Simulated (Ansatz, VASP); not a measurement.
# In: VASP beside Ansatz

The input INCAR:

```
SYSTEM = In
PREC = Accurate
ENCUT = 520
EDIFF = 1E-8
ISMEAR = -1
SIGMA = 0.05
LREAL = .False.
LASPH = .True.
NELM = 100
ALGO = Normal
ISIF = 2
LWAVE = .False.
LCHARG = .False.
GGA = PE
LEFG = .True.
NBANDS = 26
```

File KPOINTS:

```
Automatic mesh
0
Gamma
  14 14 14
  0 0 0
```

POSCAR

```
In
1.0
    1.7197259211      0.9928842235      8.2074632500
   -1.7197259211      0.9928842235      8.2074632500
    0.0000000000     -1.9857684470      8.2074632500
In
3
Direct
    0.0000000000      0.0000000000      0.0000000000
    0.7780122400      0.7780122400      0.7780122400
    0.2219877600      0.2219877600      0.2219877600
```

Input for Ansatz:

```yaml
crystal:
  lattice:
    - [1.7197259211, 0.9928842235, 8.20746325]
    - [-1.7197259211, 0.9928842235, 8.20746325]
    - [0.0, -1.985768447, 8.20746325]
  atoms:
    - { symbol: In, position: [0.0, 0.0, 0.0] }
    - { symbol: In, position: [0.77801224, 0.77801224, 0.77801224] }
    - { symbol: In, position: [0.22198776, 0.22198776, 0.22198776] }
kpoints:
  mp_grid: { grid: [14, 14, 14] }
scf:
  occupations: { method: fermi_dirac, width: 0.05 }
hamiltonian:
  xc: pbe
  pseudopotentials: { kind: paw }
output:
  forces: true
  stress: true
  eigenvalues: true
  efg: { contact_densities: true }
```

Change from the starting cell: equal xx and yy strain of +3 %, PAW files.

Alike in both runs: task electric field gradients; functional PBE; k mesh 14 × 14 × 14; occupations fermi-dirac, width 0.05 eV; no spin polarisation.

```csv
,VASP,Ansatz
version,VASP 6.6.1,Ansatz 0.2.0
potentials or method,"VASP PAW PBE potentials, release 64 (In_d)","PAW with Ansatz's default frozen-core files, scalar-relativistic"
plane-wave cutoff (eV),520,420
valence electrons in the cell,39,39
```

Ansatz gave:

```
pressure (GPa)                                                : -0.5
traceless stress, the component that is largest in VASP (GPa) : 0.37
size of Vzz on the site where it differs most (V/Å²)          : 14.2
```

Estimate VASP's values.

pressure (GPa): -0.5; traceless stress, the component that is largest in VASP (GPa): 0.37; size of Vzz on the site where it differs most (V/Å²): 13.8.

The functional is the same, so the differences come from potentials, cutoffs and numerics.
